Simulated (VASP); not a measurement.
Runs of VASP 6.6.1 on SiC. The structure is that of space group P6_3mc (No. 186), or close to it. The cells are those of the table. 

| task | cell | k mesh | cutoff (eV) | smearing | gap on the mesh (eV) | pressure (GPa) |
| --- | --- | --- | --- | --- | --- | --- |
| single point | a = 3.095, b = 3.095, c = 15.187 Å, angles 90.0, 90.0, 120.0°, 12 atoms | 12 × 12 × 2 | 520 | gaussian 0.02 eV | 2.03 | 0.0 |
| single point | a = 3.095, b = 3.095, c = 15.186 Å, angles 90.0, 90.0, 120.0°, 12 atoms | 12 × 12 × 2 | 520 | gaussian 0.02 eV | 2.03 | 0.0 |
| relaxation of cell and atoms | relaxed from a = 3.077, b = 3.077, c = 15.098 Å, angles 90.0, 90.0, 120.0°, 12 atoms | 12 × 12 × 2 | 600 | gaussian 0.02 eV | 2.03 | 0.0 |
| single point | a = 3.077, b = 3.077, c = 15.098 Å, angles 90.0, 90.0, 120.0°, 12 atoms | 6 × 6 × 2 | 520 | gaussian 0.1 eV | (a) | 3.9 |

Alike in all rows: level PBE; potentials or basis VASP PAW PBE potentials, release 64 (Si, C); no spin polarisation.

Problem. Estimate the missing entries.

Solution. (a) 2.02.

A k mesh can miss the band edges.
